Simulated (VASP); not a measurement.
A run of VASP 6.6.1 is set up as follows.

Contents of INCAR:

```
SYSTEM = CsCdCl3
  PREC = Accurate
  ENCUT = 520
  EDIFF = 1E-7
  ISMEAR = 0
  SIGMA = 0.05
  LREAL = .False.
  LASPH = .True.
  NELM = 60
  ALGO = Normal
  ISIF = 2
  LWAVE = .False.
  LCHARG = .True.
  LELF = .True.
  LVHAR = .True.
  NBANDS = 29
```

Contents of KPOINTS:

```
Automatic mesh
0
Gamma
  6 6 6
  0 0 0
```

File POSCAR:

```
CsCdCl3
1.0
    5.2000000000      0.0000000000      0.0000000000
    0.0000000000      5.1480000000      0.0000000000
    0.0000000000      0.0000000000      5.2000000000
Cs Cd Cl
1 1 3
Direct
    0.0000000000      0.0000000000      0.0000000000
    0.5000000000      0.5000000000      0.5000000000
    0.0000000000      0.5000000000      0.5000000000
    0.5000000000      0.0000000000      0.5000000000
    0.5000000000      0.5000000000      0.0000000000
```

Potentials or basis: VASP PAW LDA potentials, release 64 (Cs_sv, Cd, Cl).

Command:

```console
$ cat potpaw_LDA.64/Cs_sv/POTCAR potpaw_LDA.64/Cd/POTCAR potpaw_LDA.64/Cl/POTCAR > POTCAR
$ mpirun -np 1 vasp_std > vasp.out
```

What does it give for the pressure?

-1.3 GPa.

Predict the band gap on the k mesh.

1.54 eV, indirect (least direct gap 2.16 eV).

Stress tensor (GPa, compression positive):
```
-1.48  0.00  0.00
 0.00 -1.03  0.00
 0.00  0.00 -1.48
```

Caveat: the cell differs from its parent crystal (strain -0.0100 x Voigt [0, 1, 0, 0, 0, 0]); spin-orbit coupling is left out, which moves the levels of the heavy elements. A k mesh can miss the band edges.
